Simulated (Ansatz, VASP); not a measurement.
## MnGa3 in VASP and in Ansatz

INCAR

```
SYSTEM = MnGa3
ALGO = Normal
EDIFF = 1E-6
ENCUT = 520
GGA = PS
ISIF = 2
ISMEAR = 0
ISPIN = 2
LASPH = .TRUE.
LCHARG = .FALSE.
LMAXMIX = 4
LORBIT = 11
LREAL = .FALSE.
LWAVE = .FALSE.
MAGMOM = 0 0 0 0.5
NBANDS = 38
NELM = 150
PREC = Accurate
SIGMA = 0.1
```

File KPOINTS:

```
k-points
0
G
  12 12 12
  0 0 0
```

File POSCAR:

```
MnGa3
1.0
    0.0000000000      3.1769426435      3.1769426435
    3.1769426435      0.0000000000      3.1769426435
    3.1769426435      3.1769426435      0.0000000000
Ga Mn
3 1
Direct
    0.2500000000      0.2500000000      0.2500000000
    0.7500000000      0.7500000000      0.7500000000
    0.5000000000      0.5000000000      0.5000000000
    0.0000000000      0.0000000000      0.0000000000
```

Input for Ansatz:

```yaml
crystal:
  lattice:
    - [0.0, 3.1769426454, 3.1769426454]
    - [3.1769426454, 0.0, 3.1769426454]
    - [3.1769426454, 3.1769426454, 0.0]
  atoms:
    - { symbol: Ga, position: [0.25, 0.25, 0.25] }
    - { symbol: Ga, position: [0.75, 0.75, 0.75] }
    - { symbol: Ga, position: [0.5, 0.5, 0.5] }
    - { symbol: Mn, position: [0.0, 0.0, 0.0], spin: 0.5 }
basis:
  ecutwfc: 420
kpoints:
  mp_grid: { grid: [12, 12, 12] }
hamiltonian:
  xc: pbesol
scf:
  occupations: { method: gaussian, width: 0.1 }
  lower_state_search: "off"
output:
  forces: true
  stress: true
  eigenvalues: true
  populations: true
magnetization:
  spin_polarized: true
```

Alike in both runs: task single point; functional PBEsol; k mesh 12 × 12 × 12; occupations gaussian, width 0.1 eV; collinear spin.

```csv
,VASP,Ansatz
version,VASP 6.6.1,Ansatz 0.2.0
potentials or method,"VASP PAW PBE potentials, release 64 (Ga_d, Mn_pv), cutoff 520 eV","scalar-relativistic, plane waves, PAW"
valence electrons in the cell,52,54
```

|  | VASP | Ansatz | Ansatz less VASP |
| --- | --- | --- | --- |
| gap on the k mesh at the Fermi level (eV) | none | none | - |
| pressure (GPa) | 0.1 | 0.0 | -0.09 |
| net moment per atom (μB) | 0.92 | 0.92 | +0.001 |
| size of the moment on the site where the two differ most (μB) | 3.48 | 3.50 | +0.023 |

VASP's potentials were made for PBE, not for PBEsol. Site moments also hang on the region over which each program counts them. A gap of «none» marks a metal or a gap that the smearing closes. With one functional, cell and mesh, what is left measures potentials, basis and numerics. VASP's potentials hold 52 valence electrons a cell and Ansatz's 54, so a difference there can come from the potentials and not from the codes.
